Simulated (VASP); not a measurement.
# Al13Cu11 in VASP: further runs

Al13Cu11 is run at these levels: PBE; tasks: single point.

Program: VASP 6.6.1. These are calculated values, not measurements. Logs are shortened: lines on timing, memory, paths and dates and some standing lists are left out, and cuts for length are marked.

### 1 The cell of the first run

The cell holds an amorphous packing of atoms, 24 atoms: a = 7.151 Å, b = 7.046 Å, c = 7.037 Å, α = 89.33°, β = 94.52°, γ = 89.57°.

### 2 Single point, PBE

INCAR

```
SYSTEM = Al13Cu11
  PREC = Accurate
  ENCUT = 520
  EDIFF = 1E-7
  ISMEAR = -1
  SIGMA = 0.05
  LREAL = Auto
  LASPH = .True.
  NELM = 60
  ALGO = Normal
  ISIF = 2
  LWAVE = .False.
  LCHARG = .True.
  GGA = PE
  LELF = .True.
  LVHAR = .True.
  NBANDS = 98
  ISYM = 0
```

KPOINTS

```
Automatic mesh
0
Gamma
  1 1 1
  0.25 0.25 0.25
```

POSCAR

```
Al13Cu11
1.0
    7.1452280000      0.0272100000     -0.2795910000
    0.0272100000      7.0459230000      0.0416720000
   -0.2795910000      0.0416720000      7.0313830000
Al Cu
13 11
Direct
    0.1164324583      0.6646001140      0.1117211581
    0.5358921228      0.4956623994      0.2386320545
    0.4654598432      0.0249013790      0.7768678925
    0.6179614198      0.8473454305      0.4603957532
    0.1117584657      0.1875170928      0.6103632029
    0.6026281381      0.3560166824      0.8964618307
    0.2597331683      0.2869402661      1.0114858885
    0.8766184536      0.5595183383      0.4695258930
    0.7726037611      0.1496494622      0.2768972855
    0.2658956069      0.7780165578      0.4978935883
    0.4280974979      0.1686825672      0.4101815912
    0.9044835584      0.0740060319      0.9452198071
    0.4023347228      0.9141153550      0.1571095121
    0.9447778028      0.9053125629      0.4988478348
    0.4640091221      0.6647569007      0.8988379704
    0.1569388422      0.8662338546      0.8199907459
    0.1112394589      0.0786539913      0.2518767478
    0.5508358743      0.5223158091      0.5956705542
    0.7246185343      0.1804829164      0.6279371692
    0.9688291629      0.4421642985      0.8018947402
    0.8894234472      0.4072348666      0.1290140929
    0.7875151695      0.7526556949      0.8152630124
    0.2178277146      0.4419629253      0.3810512369
    0.7396908860      0.7755870633      0.1638098295
```

Potentials or basis: VASP PAW PBE potentials, release 64 (Al, Cu).

Launch:

```console
cat potpaw_PBE.64/Al/POTCAR potpaw_PBE.64/Cu/POTCAR > POTCAR
mpirun -np 1 vasp_std > vasp.out
```

OUTCAR:

```text
SYSTEM = Al13Cu11
   PREC = Accurate
   ENCUT = 520
   EDIFF = 1E-7
   ISMEAR = -1
   LREAL = Auto
   LASPH = .True.
   NELM = 60
   ISIF = 2
   GGA = PE
   ISYM = 0

 ion  position               nearest neighbor table
   1  0.116  0.665  0.112-  21 2.45  23 2.51  16 2.52  13 2.71  20 2.84  24 2.85   7 2.96  10 2.96
                            15 3.00  22 3.07   8 3.24   2 3.27
   2  0.536  0.496  0.239-  18 2.52  24 2.54  23 2.59  15 2.67   6 2.69  11 2.73  21 2.77   8 2.86
                             7 2.87   9 2.96   4 2.98  13 3.13   1 3.27
   3  0.465  0.025  0.777-  19 2.46  16 2.52   6 2.66  15 2.67  11 2.75  13 2.85   4 2.85   5 2.92
                            10 2.93   7 2.95  22 2.98  12 3.29
   4  0.618  0.847  0.460-  14 2.37  24 2.38  18 2.53  13 2.57  10 2.60  11 2.64  19 2.73   8 2.73
                             9 2.76  22 2.76   3 2.85   2 2.98
   5  0.112  0.188  0.610-  14 2.43  20 2.52  23 2.56  17 2.65  16 2.69  11 2.76  19 2.78   3 2.92
                            12 2.99   7 3.03   8 3.21  10 3.21   9 3.25
   6  0.603  0.356  0.896-  15 2.38  18 2.41  19 2.48  21 2.55   3 2.66   2 2.69   7 2.69  20 2.82
                            12 2.92   9 3.18
   7  0.260  0.287  0.011-  17 2.53  20 2.67   6 2.69   2 2.87  23 2.87   3 2.95  13 2.95  21 2.96
                             1 2.96  12 2.97   5 3.03  11 3.07
   8  0.877  0.560  0.470-  14 2.50  20 2.51  18 2.57  21 2.64  23 2.69   4 2.73  24 2.73   2 2.86
                            22 2.91  10 3.18   5 3.21   1 3.24   9 3.27
   9  0.773  0.150  0.277-  21 2.28  17 2.49  19 2.53  14 2.55  12 2.64  11 2.71   4 2.76  24 2.77
                             2 2.96   6 3.18  13 3.20   5 3.25   8 3.27
  10  0.266  0.778  0.498-  14 2.46  23 2.53  16 2.54   4 2.60  18 2.75  13 2.82  17 2.88   3 2.93
                             1 2.96  11 3.07   8 3.18   5 3.21
  11  0.428  0.169  0.410-  23 2.43  19 2.52  17 2.53  13 2.54   4 2.64   9 2.71   2 2.73   3 2.75
                             5 2.76  18 2.93   7 3.07  10 3.07
  12  0.904  0.074  0.945-  17 2.52  16 2.53  22 2.57  19 2.59   9 2.64  21 2.70  20 2.83  24 2.90
                             6 2.92   7 2.97   5 2.99   3 3.29
  13  0.402  0.914  0.157-  17 2.51  11 2.54   4 2.57  24 2.59  15 2.60   1 2.71  10 2.82   3 2.85
                            16 2.86   7 2.95   2 3.13   9 3.20
  14  0.945  0.905  0.499-   4 2.37   5 2.43  10 2.46  17 2.50   8 2.50   9 2.55  16 2.63  19 2.70
                            22 2.78
  15  0.464  0.665  0.899-   6 2.38  18 2.49  22 2.51  13 2.60  16 2.62   3 2.67   2 2.67  24 2.73
                             1 3.00
  16  0.157  0.866  0.820-   3 2.52   1 2.52  12 2.53  10 2.54  15 2.62  14 2.63   5 2.69  22 2.76
                            13 2.86
  17  0.111  0.079  0.252-   9 2.49  14 2.50  13 2.51  12 2.52   7 2.53  11 2.53   5 2.65  10 2.88

  18  0.551  0.522  0.596-   6 2.41  15 2.49   2 2.52   4 2.53   8 2.57  19 2.70  10 2.75  22 2.75
                            23 2.78  11 2.93
  19  0.725  0.180  0.628-   3 2.46   6 2.48  11 2.52   9 2.53  12 2.59  14 2.70  18 2.70   4 2.73
                            20 2.78   5 2.78
  20  0.969  0.442  0.802-  21 2.42   8 2.51   5 2.52  22 2.54   7 2.67  19 2.78   6 2.82  12 2.83
                             1 2.84
  21  0.889  0.407  0.129-   9 2.28  20 2.42   1 2.45   6 2.55   8 2.64  12 2.70   2 2.77   7 2.96

  22  0.788  0.753  0.815-  24 2.51  15 2.51  20 2.54  12 2.57  18 2.75   4 2.76  16 2.76  14 2.78
                             8 2.91   3 2.98   1 3.07
  23  0.218  0.442  0.381-  11 2.43   1 2.51  10 2.53   5 2.56   2 2.59   8 2.69  18 2.78   7 2.87

  24  0.740  0.776  0.164-   4 2.38  22 2.51   2 2.54  13 2.59  15 2.73   8 2.73   9 2.77   1 2.85
                            12 2.90

IMPORTANT INFORMATION: All symmetrisations will be switched off!
NOSYMM: (Re-)initialisation of all symmetry stuff for point group C_1.

----------------------------------------------------------------------------------------

                                     Primitive cell

  volume of cell :     353.4240

  direct lattice vectors                    reciprocal lattice vectors
     7.145228000  0.027210000 -0.279591000     0.140173967 -0.000574310  0.005577183
     0.027210000  7.045923000  0.041672000    -0.000574310  0.141933375 -0.000864015
    -0.279591000  0.041672000  7.031383000     0.005577183 -0.000864015  0.142446420

  length of vectors
     7.150747841  7.046098769  7.037062923     0.140286050  0.141937167  0.142558178

  position of ions in fractional coordinates (direct lattice)
     0.116432458  0.664600114  0.111721158
     0.535892123  0.495662399  0.238632055
     0.465459843  0.024901379  0.776867893
     0.617961420  0.847345430  0.460395753
     0.111758466  0.187517093  0.610363203
     0.602628138  0.356016682  0.896461831
[... 16 lines left out ...]
     0.217827715  0.441962925  0.381051237
     0.739690886  0.775587063  0.163809830

  ion indices of the primitive-cell ions
   primitive index   ion index
                 1           1
                 2           2
                 3           3
                 4           4
                 5           5
                 6           6
[... 16 lines left out ...]
                23          23
                24          24

----------------------------------------------------------------------------------------

 KPOINTS: Automatic mesh

Automatic generation of k-mesh.
 Grid dimensions read from file:
 generate k-points for:    1    1    1

 Generating k-lattice:

  Cartesian coordinates                     Fractional coordinates (reciprocal lattice)
     0.140173967 -0.000574310  0.005577183     1.000000000  0.000000000  0.000000000
    -0.000574310  0.141933375 -0.000864015    -0.000000000  1.000000000 -0.000000000
     0.005577183 -0.000864015  0.142446420     0.000000000  0.000000000  1.000000000

  Length of vectors
     0.140286050  0.141937167  0.142558178

  Shift w.r.t. Gamma in fractional coordinates (k-lattice)
     0.250000000  0.250000000  0.250000000

 Subroutine IBZKPT returns following result:
 ===========================================

 Found      1 irreducible k-points:

 Following reciprocal coordinates:
            Coordinates               Weight
  0.250000  0.250000  0.250000      2.000000
   k-points           NKPTS =      1   k-points in BZ     NKDIM =      1   number of bands    NBANDS=     98
   number of dos      NEDOS =    301   number of ions     NIONS =     24
   total plane-waves  NPLWV = 157464
   dimension x,y,z NGX =    54 NGY =   54 NGZ =   54
   dimension x,y,z NGXF=   108 NGYF=  108 NGZF=  108
   ions per type =              13  11
   NGX,Y,Z   is equivalent  to a cutoff of  12.55, 12.74, 12.76 a.u.
   NGXF,Y,Z  is equivalent  to a cutoff of  25.11, 25.48, 25.51 a.u.
 SYSTEM =  Al13Cu11
   PREC   = accura    normal or accurate (medium, high low for compatibility)
   ISTART =      0    job   : 0-new  1-cont  2-samecut
   ICHARG =      2    charge: 1-file 2-atom 10-const
   ISPIN  =      1    spin polarized calculation?
   LNONCOLLINEAR =      F non collinear calculations
   LSORBIT =      F    spin-orbit coupling
   LASPH  =      T    aspherical Exc in radial PAW
   ENCUT  =  520.0 eV  38.22 Ry    6.18 a.u.  13.30 13.10 13.08*2*pi/ulx,y,z
   NELM   =     60;   NELMIN=  2; NELMDL= -5     # of ELM steps
   EDIFF  = 0.1E-06   stopping-criterion for ELM
   LREAL  =      T    real-space projection
   EDIFFG = 0.1E-05   stopping-criterion for IOM
   NSW    =      0    number of steps for IOM
   IBRION =     -1    ionic relax: 0-MD 1-quasi-New 2-CG
   NFREE  =      0    steps in history (QN), initial steepest desc. (CG)
   ISIF   =      2    stress and relaxation
   ISYM   =      0    0-nonsym 1-usesym 2-fastsym
   POTIM  = 0.5000    time-step for ionic-motion
   TEBEG  =    0.0;   TEEND  =   0.0 temperature during run
   PSTRESS=    0.0 pullay stress
   NELECT =     160.0000    total number of electrons
   NUPDOWN=      -1.0000    fix difference up-down
   EMIN   =  10.00;   EMAX   =-10.00  energy-range for DOS
   EFERMI =   0.00;   METHOD = LEGACY
   ISMEAR =    -1;   SIGMA  =   0.05  broadening in eV -4-tet -1-fermi 0-gaus
   EFERMI_NEDOS =   21; number of points for ismear=-14 and -15
   IALGO  =     38    algorithm
   IMIX   =      4    mixing-type and parameters
     AMIX     =   0.40;   BMIX     =  1.00
     AMIX_MAG =   1.60;   BMIX_MAG =  1.00
  volume/ion in A,a.u.               =      14.73        99.38
  Fermi-wavevector in a.u.,A,eV,Ry     =   1.257041  2.375463 21.499277  1.580152
  Thomas-Fermi vector in A             =   2.390720
   LORBIT       =      0    0 simple, 1 ext, 2 COOP (PROOUT), +10 PAW based schemes
   GGA     = PE    functional components
   LHFCALC =     F    Hartree Fock is set to
   AEXX    =    0.0000 exact exchange contribution
   IVDW    =     0    specifies the selected vdW correction
   LEPSILON=     F    determine dielectric tensor
   LRPA    =     F    only Hartree local field effects (RPA)
 non-spin polarized calculation
  energy-cutoff  :      520.00
  volume of cell :      353.42
 maximum number of plane-waves:      9522
 NGX is ok and might be reduce to    54
   NGX = 27   NGY = 27   NGZ = 27

 number of electron     160.0000026 magnetization

 Free energy of the ion-electron system (eV)
  ---------------------------------------------------
  ext. energy  EPLUGINS =         0.00000000
  ---------------------------------------------------
  free energy    TOTEN  =       -89.78132682 eV

  energy without entropy =      -89.74878494  energy(sigma->0) =      -89.76505588

 E-fermi :   7.7251     XC(G=0): -10.9858

 val. band max:        7.5553890111   @ k =   0.2500   0.2500   0.2500
 cond. band min:       7.8969888099   @ k =   0.2500   0.2500   0.2500
 fundamental gap:      0.3415997988
 Fermi energy:         7.7251385268

 k-point     1 :       0.2500    0.2500    0.2500
  band No.  band energies     occupation
      1      -2.4851      2.00000
      2      -1.2787      2.00000
      3      -1.0388      2.00000
      4      -0.6230      2.00000
      5       0.2102      2.00000
      6       0.4868      2.00000
[... 84 lines left out ...]
     91      10.1946      0.00000
     92      10.3770      0.00000
 [bands above 92 left out]

------------------------ aborting loop because EDIFF is reached ----------------------------------------

  FORCE on cell =-STRESS in cart. coord.  units (eV):
  Direction    XX          YY          ZZ          XY          YZ          ZX
  --------------------------------------------------------------------------------------
  -------------------------------------------------------------------------------------
  Total       -2.5626538      4.0931990      4.1076074     -7.2500142     -8.8242886     -9.8689571
  in kB      -11.6172803     18.5557019     18.6210194    -32.8664943    -40.0031536    -44.7389498
  external PRESSURE =       8.5198136 kB  Pullay stress =       0.0000000 kB

 VOLUME and BASIS-vectors are now :
 -----------------------------------------------------------------------------
  energy-cutoff  :      520.00
  volume of cell :      353.42
      direct lattice vectors                 reciprocal lattice vectors
     7.145228000  0.027210000 -0.279591000     0.140173967 -0.000574310  0.005577183
     0.027210000  7.045923000  0.041672000    -0.000574310  0.141933375 -0.000864015
    -0.279591000  0.041672000  7.031383000     0.005577183 -0.000864015  0.142446420

 POSITION                                       TOTAL-FORCE (eV/Angst)
 -----------------------------------------------------------------------------------
      0.81878      4.69055      0.78070        -0.137453      0.359585     -0.089839
      3.77584      3.51692      1.54874        -0.060334     -0.043511     -0.023838
      3.10929      0.22049      5.33335         0.189577     -0.297617      0.442001
      4.30981      6.00633      3.09975         0.116322      0.028823      1.069047
      0.63299      1.34971      4.26826        -0.178809      0.303022     -0.014499
      4.06496      2.56222      6.14971         0.824157     -0.355882      0.377694
[... 16 lines left out ...]
      1.46192      3.13584      2.63683        -0.269455      0.004929     -0.237515
      5.26056      5.49168      0.97732         0.595844      0.169081     -0.258088
 -----------------------------------------------------------------------------------
    total drift:                               -0.006283      0.005226      0.002803

  FREE ENERGIE OF THE ION-ELECTRON SYSTEM (eV)
  ---------------------------------------------------
  free  energy   TOTEN  =       -89.7813268171 eV

  energy  without entropy=      -89.7487849448  energy(sigma->0) =      -89.76505588
```

It took 2 min on 1 thread of Intel Xeon Platinum 8488C (Sapphire Rapids), shared host; peak memory 0.37 GiB.

What came out:

| Property | Result |
| --- | --- |
| Free energy | -89.7813 eV |
| Pressure | 0.9 GPa |
| Largest force | 1.604 eV/Å |
| Band gap on the k mesh | 0.34 eV |

Forces in eV/Å, atoms in the order of the input:
```
Al  -0.137  0.360 -0.090
Al  -0.060 -0.044 -0.024
Al   0.190 -0.298  0.442
Al   0.116  0.029  1.069
Al  -0.179  0.303 -0.014
Al   0.824 -0.356  0.378
Al   0.044 -0.041  0.092
Al   0.365 -0.414 -0.214
Al  -1.016 -0.982  0.760
Al  -0.036 -0.113 -0.010
Al  -0.020  0.699  0.291
Al  -0.292 -0.016 -0.538
Al   0.049 -0.166 -1.053
Cu  -0.222  0.002  0.057
Cu  -0.870  0.627  0.160
Cu   0.051 -0.106  0.098
Cu   0.251 -0.037  0.168
Cu  -0.370  0.003 -0.267
Cu   0.382 -0.050 -0.232
Cu   0.264 -0.250 -0.300
Cu   0.199  0.725  0.079
Cu   0.140 -0.052 -0.356
Cu  -0.269  0.005 -0.238
Cu   0.596  0.169 -0.258
```

Stress tensor (GPa, compression positive):
```
-1.16 -3.29 -4.47
-3.29  1.86 -4.00
-4.47 -4.00  1.86
```

Caveat: the k points lie up to 0.90 Å⁻¹ apart.

### 3 Single point, PBE

INCAR

```
SYSTEM = Al13Cu11
ALGO = Normal
EDIFF = 1E-6
ENCUT = 520
GGA = PE
ISIF = 2
ISMEAR = -1
ISYM = 0
LASPH = .TRUE.
LCHARG = .FALSE.
LREAL = Auto
LWAVE = .FALSE.
NBANDS = 98
NELM = 60
PREC = Accurate
SIGMA = 0.05
```

KPOINTS is that of step 2.

POSCAR

```
Al13Cu11
1.0
    7.1452280000      0.0272100000     -0.2795910000
    0.0272100000      7.0459230000      0.0416720000
   -0.2795910000      0.0416720000      7.0313830000
Al Cu
13 11
Direct
    0.1163033031      0.6873502996      0.1014854539
    0.5486066040      0.5319246534      0.2438631354
    0.4956814436      0.0132681245      0.7819956844
    0.6278218163      0.8389093188      0.4654325188
    0.1276945329      0.2051405879      0.5890440933
    0.6162870071      0.3575421320      0.9095675495
    0.2740389644      0.3230335870      1.0295310855
    0.8881685235      0.5297464165      0.4563129804
    0.7418511572      0.1493061570      0.2430059664
    0.2784269420      0.7537112165      0.5374545823
    0.4287950307      0.1794841331      0.4048307095
    0.9211805684      0.1052460643      0.9129154225
    0.4261561785      0.9135811467      0.1444345556
    0.9544305602      0.8805459559      0.4892239668
    0.4205596084      0.6740828652      0.8970678031
    0.1542544964      0.8805990947      0.8075283118
    0.1143894893      0.0402851737      0.2382950136
    0.5504906136      0.5143169754      0.6016592474
    0.7186679011      0.1829454532      0.6091253135
    0.9636328183      0.4223140597      0.7941112569
    0.9081565704      0.4328278414      0.1379443563
    0.7648065031      0.7116989503      0.8241651886
    0.2143855118      0.4383896156      0.3592602888
    0.7638194272      0.7903838912      0.1543587030
```

Potentials or basis: VASP PAW PBE potentials, release 64 (Al, Cu).

Launch:

```console
cat potpaw_PBE.64/Al/POTCAR potpaw_PBE.64/Cu/POTCAR > POTCAR
mpirun -np 1 vasp_std > vasp.out
```

Run time: 95 s. Hardware: 1 thread of Intel Xeon Platinum 8488C (Sapphire Rapids), shared host; peak memory 0.37 GiB.

It converged, with:

```yaml
Free_energy: -89.7546 eV
Pressure: 1.2 GPa
Largest_force: 1.162 eV/Å
Band_gap_on_the_k_mesh: 0.47 eV
```

Forces on the atoms (eV/Å):
```
Al   0.086  0.298  0.033
Al  -0.737 -0.465 -0.247
Al  -0.128 -0.255 -0.013
Al  -0.091  0.218  0.727
Al  -0.758 -0.724  0.502
Al   0.427  0.092 -0.067
Al  -0.089 -0.041 -0.076
Al  -0.130  0.188  0.740
Al   0.134 -0.518  0.252
Al   0.361 -0.259 -0.800
Al   0.038 -0.253 -0.137
Al  -0.250 -0.778  0.254
Al   0.040  0.282  0.032
Cu  -0.067  0.507  0.175
Cu   0.236 -0.646 -0.041
Cu  -0.142  0.676  0.659
Cu   0.113  0.317 -0.204
Cu  -0.351  0.081 -0.239
Cu   0.748  0.257 -0.279
Cu   0.241  0.337 -0.231
Cu  -0.444 -0.578 -0.576
Cu   0.284  0.204 -0.514
Cu   0.156  0.714 -0.395
Cu   0.323  0.347  0.445
```

Stress tensor (GPa, compression positive):
```
-0.76 -3.67 -4.64
-3.67  2.89 -3.88
-4.64 -3.88  1.49
```

Levels at points of the mesh, in eV from the valence-band top:
| k point | band 78 | band 79 | band 80 | band 81 | band 82 | band 83 |
| --- | --- | --- | --- | --- | --- | --- |
| (0.25, 0.25, 0.25) | -0.32 | -0.07 | 0.00 | 0.47 | 0.59 | 0.90 |

Caveat: the k points lie up to 0.90 Å⁻¹ apart.

(Part 1 of 2 ends here.)
